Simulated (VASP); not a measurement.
Set up this calculation in VASP 6.6.1, as the native input.

```yaml
Task: single point
Functional: PBE
Potentials_or_basis: VASP PAW PBE potentials, release 64 (Yb, Rh_pv)
Cutoff: 520 eV
k_mesh: 10 × 10 × 10
Occupations: gaussian, width 0.1 eV
Spin: no spin polarisation
Dipole_correction: no
Further_INCAR_settings: ALGO = Fast; EDIFF = 1e-06; NBANDS = 52
```

The structure of Yb3Rh lies in POSCAR:

```
Yb3Rh
1.0
    4.6216873071      0.0000000000      0.0000000000
    0.0000000000      4.6216873071      0.0000000000
    0.0000000000      0.0000000000      4.6216873071
Yb Rh
3 1
Direct
    0.0000000000      0.5000000000      0.5000000000
    0.5000000000      0.0000000000      0.5000000000
    0.5000000000      0.5000000000      0.0000000000
    0.0000000000      0.0000000000      0.0000000000
```

These files were run (other wordings do the same):

INCAR

```
PREC     = Accurate       # precision mode
ENCUT    = 520            # plane-wave cutoff, eV
EDIFF    = 1E-6           # SCF threshold, eV
ISMEAR   = 0              # smearing method
SIGMA    = 0.1            # smearing width, eV
LREAL    = False          # projectors in reciprocal space
LASPH    = True           # aspherical terms in the spheres
NELM     = 100            # most SCF steps
ALGO     = Fast           # electronic algorithm
ISIF     = 2              # what is computed and relaxed
LWAVE    = False          # write WAVECAR
LCHARG   = False          # write CHGCAR
GGA      = PE             # functional
NBANDS   = 52             # bands
```

KPOINTS

```
Automatic mesh
0
Gamma
  10 10 10
```

Potentials or basis: VASP PAW PBE potentials, release 64 (Yb, Rh_pv).

Launch:

```sh
$ cat potpaw_PBE.64/Yb/POTCAR potpaw_PBE.64/Rh_pv/POTCAR > POTCAR
$ mpirun -np 1 vasp_std > vasp.out
```

It gave:

```json
{"Pressure": "1.1 GPa", "Band gap on the k mesh": "zero (an odd number of electrons rules out a gap without spin polarisation)"}
```

Caveat: spin-orbit coupling is left out, which moves the levels of the heavy elements.

Wall time 29 min on 1 thread of Intel(R) Xeon(R) Platinum 8259CL CPU @ 2.50GHz (Skylake/Cascade Lake), with other jobs on the host, peak memory 0.4 GiB.
